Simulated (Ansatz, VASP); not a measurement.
TiC in VASP and in Ansatz

File INCAR:

```
SYSTEM = TiC
PREC = Accurate
ENCUT = 520
EDIFF = 1E-6
ISMEAR = 0
SIGMA = 0.1
LREAL = .FALSE.
LASPH = .TRUE.
NELM = 80
ALGO = Normal
ISIF = 2
LWAVE = .FALSE.
LCHARG = .TRUE.
GGA = PS
LELF = .TRUE.
LVHAR = .TRUE.
NBANDS = 15
```

File KPOINTS:

```
Automatic mesh
0
G
  16 16 16
  0 0 0
```

Contents of POSCAR:

```
TiC
1.0
    0.0000000000      2.1249927721      2.1249927721
    2.1249927721      0.0000000000      2.1249927721
    2.1249927721      2.1249927721      0.0000000000
Ti C
1 1
Direct
    0.0000000000      0.0000000000      0.0000000000
    0.5000000000      0.5000000000      0.5000000000
```

Input for Ansatz:

```yaml
crystal:
  lattice:
    - [0.0, 2.1249927721, 2.1249927721]
    - [2.1249927721, 0.0, 2.1249927721]
    - [2.1249927721, 2.1249927721, 0.0]
  atoms:
    - { symbol: Ti, position: [0.0, 0.0, 0.0] }
    - { symbol: C, position: [0.5, 0.5, 0.5] }
basis:
  ecutwfc: 420
kpoints:
  mp_grid: { grid: [16, 16, 16] }
hamiltonian:
  xc: pbesol
scf:
  occupations: { method: gaussian, width: 0.1 }
output:
  forces: true
  stress: true
  eigenvalues: true
```

Alike in both runs: task single point; functional PBEsol; k mesh 16 × 16 × 16; occupations gaussian, width 0.1 eV; no spin polarisation.

```csv
,VASP,Ansatz
version,VASP 6.6.1,Ansatz 0.2.0
potentials or method,"VASP PAW PBE potentials, release 64 (Ti_sv, C), cutoff 520 eV","scalar-relativistic, plane waves, PAW"
valence electrons in the cell,16,16
```

|  | VASP | Ansatz | Ansatz less VASP |
| --- | --- | --- | --- |
| gap on the k mesh at the Fermi level (eV) | none | none | - |
| pressure (GPa) | 8.7 | 8.6 | -0.09 |

VASP's potentials were made for PBE, not for PBEsol. A gap of «none» marks a metal or a gap that the smearing closes. The functional is the same, so the differences come from potentials, cutoffs and numerics.
